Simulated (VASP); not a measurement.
Here is a VASP 6.6.1 calculation.

The input INCAR:

```
PREC = Accurate ; ENCUT = 520
EDIFF = 1E-8 ; ISMEAR = -1
SIGMA = 0.03 ; LREAL = F
LASPH = T ; NELM = 60
ALGO = Normal ; ISIF = 2
LWAVE = F ; LCHARG = F
GGA = CA ; LEFG = T
NBANDS = 16
```

KPOINTS

```
Automatic mesh
0
Gamma
  8 8 8
```

Contents of POSCAR:

```
CdSe
1.0
    0.0000000000      3.0702711986      3.0395684866
    3.0702711986      0.0000000000      3.0395684866
    3.0702711986      3.0702711986      0.0000000000
Cd Se
1 1
Direct
    0.0000000000      0.0000000000      0.0000000000
    0.2500000000      0.2500000000      0.2500000000
```

Potentials or basis: VASP PAW LDA potentials, release 64 (Cd, Se).

Launch:

```bash
$ cat potpaw_LDA.64/Cd/POTCAR potpaw_LDA.64/Se/POTCAR > POTCAR
$ mpirun -np 1 vasp_std > vasp.out
```

(1) Estimate the band gap on the k mesh.

(2) Estimate the pressure.

Results:

(1) 0.30 eV, direct.

(2) -2.4 GPa.

Caveat: the cell differs from its parent crystal (zz strain of -1 %); without QUAD_EFG the Cq values of the log hold for a quadrupole moment of 1 mb, not for the nuclei.
